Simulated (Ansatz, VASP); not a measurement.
**I in VASP and in Ansatz**

File INCAR:

```
SYSTEM = I
PREC     = Accurate       ! precision mode
ENCUT    = 520            ! plane-wave cutoff, eV
EDIFF    = 1E-6           ! SCF threshold, eV
ISMEAR   = -1             ! smearing method
SIGMA    = 0.08           ! smearing width, eV
LREAL    = .False.        ! projectors in reciprocal space
LASPH    = .True.         ! aspherical terms in the spheres
NELM     = 60             ! most SCF steps
ALGO     = Normal         ! electronic algorithm
ISIF     = 2              ! what is computed and relaxed
LWAVE    = .False.        ! write WAVECAR
LCHARG   = .False.        ! write CHGCAR
NBANDS   = 14             ! bands
```

KPOINTS

```
regular mesh
0
Gamma
  11 11 11
  0 0 0
```

File POSCAR:

```
I
1.0
    0.0000000000      2.9958386182      2.9958386182
    2.9958386182      0.0000000000      2.9958386182
    2.9958386182      2.9958386182      0.0000000000
I
2
Direct
   -0.1250000000     -0.1250000000     -0.1250000000
    0.1250000000      0.1250000000      0.1250000000
```

Input for Ansatz:

```yaml
crystal:
  lattice:
    - [0.0, 2.9958386182, 2.9958386182]
    - [2.9958386182, 0.0, 2.9958386182]
    - [2.9958386182, 2.9958386182, 0.0]
  atoms:
    - { symbol: I, position: [-0.125, -0.125, -0.125] }
    - { symbol: I, position: [0.125, 0.125, 0.125] }
kpoints:
  mp_grid: { grid: [11, 11, 11] }
scf:
  occupations: { method: fermi_dirac, width: 0.08 }
hamiltonian:
  xc: lda
  pseudopotentials: { kind: all_electron, lapw: { basis_error: 0.001 } }
output:
  forces: true
  stress: true
  eigenvalues: true
  populations: true
```

Change from the starting cell: volume scaled by 0.5, LAPW.

Alike in both runs: task single point; functional LDA; k mesh 11 × 11 × 11; occupations fermi-dirac, width 0.08 eV; no spin polarisation.

```csv
,VASP,Ansatz
version,VASP 6.6.1,Ansatz 0.2.0
potentials or method,"VASP PAW LDA potentials, release 64 (I), cutoff 520 eV","all-electron LAPW, scalar-relativistic"
```

```csv
,VASP,Ansatz,Ansatz less VASP
pressure (GPa),51.4,51.3,-0.10
```

LDA's correlation is that of Perdew and Zunger in VASP and of Perdew and Wang (1992) in Ansatz. Both programs put the cell under a high pressure, so it lies far from rest at this level. Ansatz ran all-electron here, and VASP with PAW potentials.

Neither program's run includes spin-orbit coupling.
